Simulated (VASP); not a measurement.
# Si (Fd-3m) in VASP: settings compared

The runs below take Si through single point, relaxation of cell and atoms, with PBE, RPBE+D4.

All numbers are computed with VASP 6.6.1; they aren't measurements. Logs are shortened: lines on timing, memory, paths and dates and some standing lists are left out, and cuts for length are marked.

## Step 1: The cell of the first run

It takes space group Fd-3m (No. 227, cubic). Conventional cell: a = 5.444 Å, b = 5.444 Å, c = 5.444 Å, α = 90.00°, β = 90.00°, γ = 90.00°. Si (site symmetry -43m) has 4 Si at 2.36 Å within 3.1 Å.

## Step 2: Single point, PBE

The input, INCAR:

```
SYSTEM = Si
  PREC = Accurate
  ENCUT = 520
  EDIFF = 1E-6
  ISMEAR = 0
  SIGMA = 0.028999999999999998
  LREAL = .FALSE.
  LASPH = .TRUE.
  NELM = 80
  ALGO = Normal
  ISIF = 2
  LWAVE = .FALSE.
  LCHARG = .TRUE.
  GGA = PE
  LELF = .TRUE.
  LVHAR = .TRUE.
  NBANDS = 11
```

The input, KPOINTS:

```
Automatic mesh
0
G
  8 8 8
  0 0 0
```

The input, POSCAR:

```
Si
1.0
    0.0000000000      2.7218511865      2.7218511865
    2.7218511865      0.0000000000      2.7218511865
    2.7218511865      2.7218511865      0.0000000000
Si
2
Direct
    0.5000000000      0.5000000000      0.5000000000
    0.7500000000      0.7500000000      0.7500000000
```

Potentials or basis: VASP PAW PBE potentials, release 64 (Si).

Run with:

```console
$ cat potpaw_PBE.64/Si/POTCAR > POTCAR
$ mpirun -np 1 vasp_std > vasp.out
```

OUTCAR:

```text
SYSTEM = Si
   PREC = Accurate
   ENCUT = 520
   EDIFF = 1E-6
   ISMEAR = 0
   LREAL = .FALSE.
   LASPH = .TRUE.
   NELM = 80
   ISIF = 2
   GGA = PE

 ion  position               nearest neighbor table
   1  0.500  0.500  0.500-   2 2.36   2 2.36   2 2.36   2 2.36
   2  0.750  0.750  0.750-   1 2.36   1 2.36   1 2.36   1 2.36

  LATTYP: Found a face centered cubic cell.
 ALAT       =     5.4437023730

  Lattice vectors:

 A1 = (   0.0000000000,   2.7218511865,   2.7218511865)
 A2 = (   2.7218511865,   0.0000000000,   2.7218511865)
 A3 = (   2.7218511865,   2.7218511865,   0.0000000000)

Analysis of symmetry for initial positions (statically):
=====================================================================
 Subroutine PRICEL returns:
 Original cell was already a primitive cell.

 Routine SETGRP: Setting up the symmetry group for a
 face centered cubic supercell.

 Subroutine GETGRP returns: Found 48 space group operations
 (whereof 24 operations were pure point group operations)
 out of a pool of 48 trial point group operations.

The static configuration has the point symmetry T_d .
 The point group associated with its full space group is O_h .

Analysis of symmetry for dynamics (positions and initial velocities):
=====================================================================
 Subroutine PRICEL returns:
 Original cell was already a primitive cell.

 Routine SETGRP: Setting up the symmetry group for a
 face centered cubic supercell.

 Subroutine GETGRP returns: Found 48 space group operations
 (whereof 24 operations were pure point group operations)
 out of a pool of 48 trial point group operations.

The dynamic configuration has the point symmetry T_d .
 The point group associated with its full space group is O_h .

 Subroutine INISYM returns: Found 48 space group operations
 (whereof 24 operations are pure point group operations),
 and found     1 'primitive' translations

----------------------------------------------------------------------------------------

                                     Primitive cell

  volume of cell :      40.3295

  direct lattice vectors                    reciprocal lattice vectors
     0.000000000  2.721851186  2.721851186    -0.183698507  0.183698507  0.183698507
     2.721851186  0.000000000  2.721851186     0.183698507 -0.183698507  0.183698507
     2.721851186  2.721851186  0.000000000     0.183698507  0.183698507 -0.183698507

  length of vectors
     3.849278863  3.849278863  3.849278863     0.318175148  0.318175148  0.318175148

  position of ions in fractional coordinates (direct lattice)
     0.500000000  0.500000000  0.500000000
     0.750000000  0.750000000  0.750000000

  ion indices of the primitive-cell ions
   primitive index   ion index
                 1           1
                 2           2

----------------------------------------------------------------------------------------

 KPOINTS: Automatic mesh

Automatic generation of k-mesh.
 Grid dimensions read from file:
 generate k-points for:    8    8    8

 Generating k-lattice:

  Cartesian coordinates                     Fractional coordinates (reciprocal lattice)
    -0.022962313  0.022962313  0.022962313     0.125000000  0.000000000  0.000000000
     0.022962313 -0.022962313  0.022962313     0.000000000  0.125000000  0.000000000
     0.022962313  0.022962313 -0.022962313     0.000000000  0.000000000  0.125000000

  Length of vectors
     0.039771893  0.039771893  0.039771893

  Shift w.r.t. Gamma in fractional coordinates (k-lattice)
     0.000000000  0.000000000  0.000000000

 Subroutine IBZKPT returns following result:
 ===========================================

 Found     29 irreducible k-points:

 Following reciprocal coordinates:
            Coordinates               Weight
  0.000000  0.000000  0.000000      1.000000
  0.125000  0.000000  0.000000      8.000000
  0.250000  0.000000  0.000000      8.000000
  0.375000  0.000000  0.000000      8.000000
  0.500000  0.000000  0.000000      4.000000
  0.125000  0.125000  0.000000      6.000000
[... 16 lines left out ...]
  0.500000  0.250000  0.125000     48.000000
 -0.375000  0.250000  0.125000     24.000000
 [... further k-points ...]
   k-points           NKPTS =     29   k-points in BZ     NKDIM =     29   number of bands    NBANDS=     11
   number of dos      NEDOS =    301   number of ions     NIONS =      2
   total plane-waves  NPLWV =  27000
   dimension x,y,z NGX =    30 NGY =   30 NGZ =   30
   dimension x,y,z NGXF=    60 NGYF=   60 NGZF=   60
   ions per type =               2
   NGX,Y,Z   is equivalent  to a cutoff of  12.96, 12.96, 12.96 a.u.
   NGXF,Y,Z  is equivalent  to a cutoff of  25.91, 25.91, 25.91 a.u.
 SYSTEM =  Si
   PREC   = accura    normal or accurate (medium, high low for compatibility)
   ISTART =      0    job   : 0-new  1-cont  2-samecut
   ICHARG =      2    charge: 1-file 2-atom 10-const
   ISPIN  =      1    spin polarized calculation?
   LNONCOLLINEAR =      F non collinear calculations
   LSORBIT =      F    spin-orbit coupling
   LASPH  =      T    aspherical Exc in radial PAW
   ENCUT  =  520.0 eV  38.22 Ry    6.18 a.u.   7.16  7.16  7.16*2*pi/ulx,y,z
   NELM   =     80;   NELMIN=  2; NELMDL= -5     # of ELM steps
   EDIFF  = 0.1E-05   stopping-criterion for ELM
   LREAL  =      F    real-space projection
   EDIFFG = 0.1E-04   stopping-criterion for IOM
   NSW    =      0    number of steps for IOM
   IBRION =     -1    ionic relax: 0-MD 1-quasi-New 2-CG
   NFREE  =      0    steps in history (QN), initial steepest desc. (CG)
   ISIF   =      2    stress and relaxation
   ISYM   =      2    0-nonsym 1-usesym 2-fastsym
   POTIM  = 0.5000    time-step for ionic-motion
   TEBEG  =    0.0;   TEEND  =   0.0 temperature during run
   PSTRESS=    0.0 pullay stress
   NELECT =       8.0000    total number of electrons
   NUPDOWN=      -1.0000    fix difference up-down
   EMIN   =  10.00;   EMAX   =-10.00  energy-range for DOS
   EFERMI =   0.00;   METHOD = LEGACY
   ISMEAR =     0;   SIGMA  =   0.03  broadening in eV -4-tet -1-fermi 0-gaus
   EFERMI_NEDOS =   21; number of points for ismear=-14 and -15
   IALGO  =     38    algorithm
   IMIX   =      4    mixing-type and parameters
     AMIX     =   0.40;   BMIX     =  1.00
     AMIX_MAG =   1.60;   BMIX_MAG =  1.00
  volume/ion in A,a.u.               =      20.16       136.08
  Fermi-wavevector in a.u.,A,eV,Ry     =   0.954766  1.804247 12.402783  0.911579
  Thomas-Fermi vector in A             =   2.083543
   LORBIT       =      0    0 simple, 1 ext, 2 COOP (PROOUT), +10 PAW based schemes
   GGA     = PE    functional components
   LHFCALC =     F    Hartree Fock is set to
   AEXX    =    0.0000 exact exchange contribution
   IVDW    =     0    specifies the selected vdW correction
   LEPSILON=     F    determine dielectric tensor
   LRPA    =     F    only Hartree local field effects (RPA)
 non-spin polarized calculation
 Gauss-broadening in eV      SIGMA  =   0.03
  energy-cutoff  :      520.00
  volume of cell :       40.33
 maximum number of plane-waves:      1106
 NGX is ok and might be reduce to    30
   NGX = 15   NGY = 15   NGZ = 15

 number of electron       8.0000001 magnetization

 Free energy of the ion-electron system (eV)
  ---------------------------------------------------
  ext. energy  EPLUGINS =         0.00000000
  ---------------------------------------------------
  free energy    TOTEN  =       -10.84388587 eV

  energy without entropy =      -10.84388587  energy(sigma->0) =      -10.84388587

 E-fermi :   5.8786     XC(G=0):  -9.3803

 val. band max:        5.7548031655   @ k =   0.0000   0.0000   0.0000
 cond. band min:       6.3825813520   @ k =   0.3750   0.3750   0.0000
 fundamental gap:      0.6277781865
 Fermi energy:         5.8786343546

 k-point     1 :       0.0000    0.0000    0.0000
  band No.  band energies     occupation
      1      -6.1536      2.00000
      2       5.7548      2.00000
      3       5.7548      2.00000
      4       5.7548      2.00000
      5       8.3171      0.00000
      6       8.3171      0.00000
      7       8.3171      0.00000
      8       9.0460      0.00000
      9      13.4706      0.00000
     10      13.4706      0.00000
     11      13.6859      0.00000

 k-point     2 :       0.1250    0.0000    0.0000
  band No.  band energies     occupation
      1      -5.9507      2.00000
      2       4.1603      2.00000
      3       5.4684      2.00000
      4       5.4684      2.00000
      5       8.2390      0.00000
      6       8.7382      0.00000
      7       8.7382      0.00000
      8      10.4077      0.00000
      9      12.9921      0.00000
     10      12.9921      0.00000
     11      14.4688      0.00000

 k-point     3 :       0.2500    0.0000    0.0000
  band No.  band energies     occupation
      1      -5.3590      2.00000
      2       1.8439      2.00000
      3       5.0009      2.00000
      4       5.0009      2.00000
      5       7.7618      0.00000
      6       9.2560      0.00000
      7       9.2560      0.00000
      8      12.6192      0.00000
      9      12.9470      0.00000
     10      12.9470      0.00000
     11      14.7278      0.00000

 k-point     4 :       0.3750    0.0000    0.0000
  band No.  band energies     occupation
      1      -4.4718      2.00000
      2      -0.1636      2.00000
      3       4.6756      2.00000
      4       4.6756      2.00000
      5       7.3978      0.00000
      6       9.2068      0.00000
      7       9.2068      0.00000
      8      13.6233      0.00000
      9      14.3218      0.00000
     10      14.3218      0.00000
     11      15.3849      0.00000

 k-point     5 :       0.5000    0.0000    0.0000
  band No.  band energies     occupation
      1      -3.8404      2.00000
      2      -1.1775      2.00000
      3       4.5643      2.00000
      4       4.5643      2.00000
      5       7.2698      0.00000
      6       9.0982      0.00000
      7       9.0982      0.00000
      8      13.4745      0.00000
      9      16.2849      0.00000
     10      16.2849      0.00000
     11      17.0515      0.00000
[... 211 lines left out ...]
 k-point    21 :       0.5000    0.5000    0.0000
  band No.  band energies     occupation
      1      -2.0353      2.00000
      2      -2.0353      2.00000
      3       2.9246      2.00000
      4       2.9246      2.00000
      5       6.4792      0.00000
      6       6.4792      0.00000
      7      15.8089      0.00000
      8      15.8089      0.00000
      9      16.7051      0.00000
     10      16.7051      0.00000
     11      18.2501      0.00000

 k-point    22 :       0.3750    0.2500    0.1250
  band No.  band energies     occupation
      1      -4.8326      2.00000
      2       1.4750      2.00000
      3       3.0645      2.00000
      4       4.3379      2.00000
      5       8.2015      0.00000
      6       9.6340      0.00000
      7       9.9509      0.00000
      8      11.2361      0.00000
      9      13.5187      0.00000
     10      15.9584      0.00000
     11      16.8025      0.00000

 k-point    23 :       0.5000    0.2500    0.1250
  band No.  band energies     occupation
      1      -3.9508      2.00000
      2      -0.0657      2.00000
      3       2.4580      2.00000
      4       3.8414      2.00000
      5       8.6286      0.00000
      6       9.3012      0.00000
      7      10.7604      0.00000
      8      11.6711      0.00000
      9      14.7454      0.00000
     10      15.4524      0.00000
     11      17.7220      0.00000

 k-point    24 :      -0.3750    0.2500    0.1250
  band No.  band energies     occupation
      1      -3.3047      2.00000
      2      -1.0019      2.00000
      3       2.3283      2.00000
      4       3.6141      2.00000
      5       8.8085      0.00000
      6       8.8917      0.00000
      7      11.6446      0.00000
      8      12.8539      0.00000
      9      13.1219      0.00000
     10      16.3117      0.00000
     11      17.4050      0.00000

 [... further k-points ...]
[... 5 lines left out ...]
  --------------------------------------------------------------------------------------
  -------------------------------------------------------------------------------------
  Total        0.3185223      0.3185223      0.3185223     -0.0000000      0.0000000     -0.0000000
  in kB       12.6539833     12.6539833     12.6539833     -0.0000000      0.0000000     -0.0000000
  external PRESSURE =      12.6539833 kB  Pullay stress =       0.0000000 kB

 VOLUME and BASIS-vectors are now :
 -----------------------------------------------------------------------------
  energy-cutoff  :      520.00
  volume of cell :       40.33
      direct lattice vectors                 reciprocal lattice vectors
     0.000000000  2.721851186  2.721851186    -0.183698507  0.183698507  0.183698507
     2.721851186  0.000000000  2.721851186     0.183698507 -0.183698507  0.183698507
     2.721851186  2.721851186  0.000000000     0.183698507  0.183698507 -0.183698507

 POSITION                                       TOTAL-FORCE (eV/Angst)
 -----------------------------------------------------------------------------------
      2.72185      2.72185      2.72185        -0.000000      0.000000     -0.000000
      4.08278      4.08278      4.08278         0.000000      0.000000      0.000000
 -----------------------------------------------------------------------------------
    total drift:                                0.000000     -0.000000     -0.000000

  FREE ENERGIE OF THE ION-ELECTRON SYSTEM (eV)
  ---------------------------------------------------
  free  energy   TOTEN  =       -10.8438858697 eV

  energy  without entropy=      -10.8438858697  energy(sigma->0) =      -10.84388587
```

Run time: 6.5 s. Hardware: 1 thread of Intel Xeon 6975P-C (Granite Rapids), shared host; peak memory 0.15 GiB.

Results:

- Free energy: -10.8439 eV
- Pressure: 1.3 GPa
- Band gap on the k mesh: 0.63 eV, indirect (least direct gap 2.56 eV)

## Step 3: Relaxation of cell and atoms, RPBE+D4

The input, INCAR:

```
PREC = Accurate
ENCUT = 600
EDIFF = 1E-7
ISMEAR = -1
SIGMA = 0.05
LREAL = False
LASPH = True
NELM = 60
ALGO = Normal
ISIF = 3
LWAVE = False
LCHARG = False
GGA = RP
IVDW = 13
IBRION = 2
NSW = 80
EDIFFG = -0.01
```

The input, KPOINTS:

```
Automatic mesh
0
Gamma
  8 8 8
```

POSCAR is that of step 2.

Potentials or basis: VASP PAW PBE potentials, release 64 (Si).

Run with:

```console
$ cat potpaw_PBE.64/Si/POTCAR > POTCAR
$ mpirun -np 1 vasp_std > vasp.out
```

It took 12 s on 1 thread of Intel Xeon 6975P-C (Granite Rapids), shared host; peak memory 0.17 GiB.

The run converged. Its results:

- Free energy: -11.6051 eV
- Relaxed volume: 19.49 Å³/atom
- Relaxed cell: a = 3.806 Å, b = 3.806 Å, c = 3.806 Å, α = 60.00°, β = 60.00°, γ = 60.00°
- Space group after relaxing (to 0.05 Å): Fd-3m (No. 227)
- Energy gained by relaxing: 6.6 meV/atom
- Ionic steps: 3
- Pressure after relaxing: 0.0 GPa
- Band gap on the k mesh: 0.62 eV, indirect (least direct gap 2.58 eV)
- Dispersion energy per atom: -0.665 eV

Step by step:
```csv
step,energy change (eV),largest force (eV/Å),pressure (GPa),volume (Å³)
1,0.0000,0.0000,-3.03,40.33
2,-0.0074,0.0000,2.24,38.14
3,-0.0132,0.0000,0.01,38.99
```

Final structure:
```yaml
crystal:
  lattice:
    - [0.00000, 2.69134, 2.69134]
    - [2.69134, 0.00000, 2.69134]
    - [2.69134, 2.69134, 0.00000]
  atoms:
    - { symbol: Si, position: [0.50000, 0.50000, 0.50000] }
    - { symbol: Si, position: [0.75000, 0.75000, 0.75000] }
```

Levels at points of the mesh, in eV from the valence-band top:
```csv
k point,band 2,band 3,band 4,band 5,band 6,band 7
"(0.00, 0.00, 0.00)",0.00,0.00,0.00,2.58,2.58,2.58
"(0.50, 0.00, 0.00)",-7.07,-1.22,-1.22,1.70,3.33,3.33
"(0.50, 0.50, 0.00)",-7.88,-2.92,-2.92,0.71,0.71,10.39
```

Caveat: the PAW data sets were made with another functional, which shifts forces and pressure a little. A k mesh can miss the band edges.
